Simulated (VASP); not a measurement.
Runs of VASP 6.6.1 on CsCl. The structure is that of space group Pm-3m (No. 221), or close to it. The cells are those of the table. 

```csv
level,cell,cutoff (eV),gap on the mesh (eV),pressure (GPa)
PBE,"a = 4.245 Å, 2 atoms",500,4.88,-0.4
PBE,"a = 4.160 Å, 2 atoms",500,5.14,0.5
PBE,"a = 4.117 Å, 2 atoms",500,5.28,1.1
r2SCAN,"a = 4.137 Å, 2 atoms",550,(b),0.1
r2SCAN,"a = 4.052 Å, 2 atoms",550,5.84,1.5
r2SCAN,"a = 4.095 Å, 2 atoms",550,5.88,(a)
r2SCAN,"a = 4.178 Å, 2 atoms",550,5.86,-0.4
r2SCAN,"a = 4.218 Å, 2 atoms",550,5.73,-0.9
PBE,"a = 4.203 Å, 2 atoms",500,5.01,0.0
PBE,"a = 4.285 Å, 2 atoms",500,4.77,-0.7
PBE,"a = 4.137 Å, 2 atoms",500,5.21,0.8
```

Alike in all rows: task single point; potentials or basis VASP PAW PBE potentials, release 64 (Cs_sv, Cl); no spin polarisation; k mesh 6 × 6 × 6; smearing gaussian 0.01 eV.

Fill in the values left out.

(a) 0.7; (b) 5.91.

Caveats: spin-orbit coupling is left out, which moves the levels of the heavy elements; the PAW data sets were made with another functional, which shifts forces and pressure a little (at least some runs).

A k mesh can miss the band edges, and the runs leave out spin-orbit coupling on Cs.
